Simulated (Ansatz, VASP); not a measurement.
## Zr3ZnN2: VASP beside Ansatz

```
Zr Zn N
1.0
     3.06768    0.00000    0.00000
    -0.00079    5.54214    0.00000
    -0.57285   -2.58739    6.51303
Zr Zn N
3 1 2
Direct
  0.09928 0.78593 0.58552
  0.06170 0.18400 0.36624
  0.50905 0.58848 0.16789
  0.67810 0.99635 0.97149
  0.57646 0.48446 0.45769
  0.57541 0.96078 0.45117
```

Change from the starting cell: the structure that the rattled cell fell into.

Alike in both runs: task single point; functional PBE; k mesh 6 × 4 × 4; occupations gaussian, width 0.1 eV; no spin polarisation.

```csv
,VASP,Ansatz
version,VASP 6.6.1,Ansatz 0.2.0
potentials or method,"VASP PAW PBE potentials, release 64 (Zr_sv, Zn, N), cutoff 520 eV","scalar-relativistic, plane waves, PAW"
valence electrons in the cell,58,58
```

VASP gave:

- gap on the k mesh at the Fermi level (eV): none
- pressure (GPa): 0.4
- traceless stress, the component that is largest in VASP (GPa): -0.33
- rms of the force components (eV/Å): 0.039

Question: Which values does Ansatz return?

Answer: gap on the k mesh at the Fermi level (eV): none; pressure (GPa): 0.2; traceless stress, the component that is largest in VASP (GPa): -0.30; rms of the force components (eV/Å): 0.040.

Atom by atom the forces differ by 0.007 eV/Å (rms over components). A gap of «none» marks a metal or a gap that the smearing closes.
